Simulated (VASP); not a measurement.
## Ba: single point with r2SCAN

Ba:

```
Ba
1.0
    -2.53679    2.53679    2.53679
     2.53679   -2.53679    2.53679
     2.53679    2.53679   -2.53679
Ba
1
Direct
  0.00000 0.00000 0.00000
```

- Program: VASP 6.6.1
- Task: single point
- Functional: r2SCAN
- Potentials or basis: VASP PAW PBE potentials, release 64 (Ba_sv)
- Cutoff: 520 eV
- k mesh: 9 × 9 × 9
- Occupations: gaussian, width 0.2 eV
- Spin: no spin polarisation
- Dipole correction: no
- Further INCAR settings: ALGO = Normal; EDIFF = 1e-06; NBANDS = 11

* Pressure: 0.0 GPa
* Band gap on the k mesh: zero (bands 5 and 6 overlap by 0.94 eV)

Levels at points of the mesh, in eV from the Fermi level:
| k point | band 2 | band 3 | band 4 | band 5 | band 6 | band 7 | band 8 | band 9 |
| --- | --- | --- | --- | --- | --- | --- | --- | --- |
| (0.00, 0.00, 0.00) | -14.53 | -14.53 | -14.53 | -2.87 | 2.09 | 2.09 | 2.09 | 3.40 |

Run time: 69 s on 1 thread of Intel(R) Xeon(R) 6975P-C (Granite Rapids), on a shared host, peak memory 0.21 GiB.

Caveat: the PAW data sets were made with another functional, which shifts forces and pressure a little; spin-orbit coupling is left out, which moves the levels of the heavy elements.
